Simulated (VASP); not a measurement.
Runs of VASP 6.6.1 on Ir. The structure is that of space group Im-3m (No. 229), or close to it. The cells are those of the table. This isn't the form of Ir at room conditions, which is fcc.

```csv
task,cell,gap on the mesh (eV),pressure (GPa)
single point,"a = 2.693 Å, angles 109.5°, 1 atom",none,(a)
relaxation of cell and atoms,"relaxed to 60 GPa from a = 2.633 Å, angles 109.5°, 1 atom",none,60.0
relaxation of cell and atoms,"relaxed to 20 GPa from a = 2.633 Å, angles 109.5°, 1 atom",none,19.9
single point,"a = 2.604 Å, angles 109.5°, 1 atom",none,41.1
single point,"a = 2.643 Å, angles 109.5°, 1 atom",none,20.8
relaxation of cell and atoms,"relaxed from a = 2.633 Å, angles 109.5°, 1 atom",none,-0.3
relaxation of cell and atoms,"relaxed to 40 GPa from a = 2.633 Å, angles 109.5°, 1 atom",none,39.8
single point,"a = 2.572 Å, angles 109.5°, 1 atom",none,61.5
```

Alike in all rows: level PBE; potentials or basis VASP PAW PBE potentials, release 64 (Ir); no spin polarisation; k mesh 21 × 21 × 21; cutoff (eV) 500; smearing methfessel-paxton 0.1 eV.

**Question.** Fill in the values left out.

**Answer.** (a) 0.5.

Caveats: spin-orbit coupling is left out, which moves the levels of the heavy elements; the cell is relaxed towards a set pressure, so the run minimises the enthalpy, not the energy (at least some runs); the cell stands under pressure (at least some runs).

A k mesh can miss the band edges, and the runs leave out spin-orbit coupling on Ir.

A gap of «none» marks levels without a gap at the run's occupations.
